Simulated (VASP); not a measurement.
A run of VASP 6.6.1:

POSCAR

```
Os
1.0
    2.7617450595      0.0000000000      0.0000000000
   -1.3808725298      2.3917413803      0.0000000000
    0.0000000000      0.0000000000      8.8629581030
Os
4
Direct
    1.0000000000      0.0000000000      0.0000000000
    1.0000000000      0.0000000000      0.5000000000
    0.3333333333      0.6666666667      0.2500000000
    0.6666666667      0.3333333333      0.7500000000
```

INCAR.step1

```
SYSTEM = Os
PREC = Accurate
ENCUT = 520
ISMEAR = -1
SIGMA = 0.1
LREAL = .False.
LASPH = .True.
NELM = 100
NBANDS = 24
GGA = PE
ALGO = Normal
EDIFF = 1E-4
LWAVE = .True.
LCHARG = .False.
```

Contents of INCAR.step2:

```
SYSTEM = Os
PREC = Accurate
ENCUT = 520
EDIFF = 1E-7
ISMEAR = -1
SIGMA = 0.1
LREAL = .False.
LASPH = .True.
NELM = 100
ALGO = Normal
ISIF = 2
LWAVE = .False.
LCHARG = .False.
METAGGA = R2SCAN
LMIXTAU = .True.
NBANDS = 24
ISTART = 1
```

File KPOINTS:

```
Automatic mesh
0
Gamma
  15 15 4
  0 0 0
```

Potentials or basis: VASP PAW PBE potentials, release 64 (Os).

The run is started by

```sh
$ cat potpaw_PBE.64/Os/POTCAR > POTCAR
$ cp INCAR.step1 INCAR
$ mpirun -np 1 vasp_std > vasp.out
$ cp INCAR.step2 INCAR
$ mpirun -np 1 vasp_std > vasp.out
```

Hardware: 1 thread of Intel(R) Xeon(R) 6975P-C (Granite Rapids) (shared host).

Estimate the wall time of this run.

Wall time 3.8 min on 1 thread of Intel(R) Xeon(R) 6975P-C (Granite Rapids), with other jobs on the host, peak memory 0.25 GiB. Counts: k points 81.
